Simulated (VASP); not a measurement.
Write the native input for VASP 6.6.1 that does the following.

* Task: single point
* Functional: PBEsol
* Potentials or basis: VASP PAW PBE potentials, release 64 (Ga_d)
* Cutoff: 520 eV
* k mesh: 7 × 7 × 6
* Occupations: fermi-dirac, width 0.05 eV
* Spin: no spin polarisation
* Dipole correction: no
* Further INCAR settings: ALGO = Fast; EDIFF = 1e-07; NBANDS = 34

The structure of Ga lies in POSCAR:

```
Ga
1.0
    2.2615000000     -3.8305000000      0.0000000000
    2.2615000000      3.8305000000      0.0000000000
    0.0000000000      0.0000000000      4.5240000000
Ga
4
Direct
    0.3575740000      0.6498150000      0.4138550000
    0.1433230000      0.8385800000      0.9163590000
    0.6559530000      0.3461020000      0.5984340000
    0.8513050000      0.1627760000      0.0864020000
```

This cell differs from its parent crystal: atoms moved at random.

One way to write it, as run:

INCAR

```
  ALGO = Fast
  EDIFF = 1E-7
  ENCUT = 520
  GGA = PS
  ISIF = 2
  ISMEAR = -1
  LASPH = T
  LCHARG = T
  LELF = T
  LREAL = F
  LVHAR = T
  LWAVE = F
  NBANDS = 34
  NELM = 80
  PREC = Accurate
  SIGMA = 0.05
```

KPOINTS

```
k-points
0
Gamma
  7 7 6
```

Potentials or basis: VASP PAW PBE potentials, release 64 (Ga_d).

Run with:

```sh
$ cat potpaw_PBE.64/Ga_d/POTCAR > POTCAR
$ mpirun -np 1 vasp_std > vasp.out
```

It gave:

| Property | Result |
| --- | --- |
| Pressure | -1.4 GPa |
| Largest force | 0.455 eV/Å |
| Band gap on the k mesh | zero (bands 26 and 27 overlap by 1.45 eV) |

Caveat: the cell differs from its parent crystal (atoms moved at random); the PAW data sets were made with another functional, which shifts forces and pressure a little.

Wall time 18 min on 1 thread of Intel Xeon 8259CL, with other jobs on the host, peak memory 0.37 GiB.
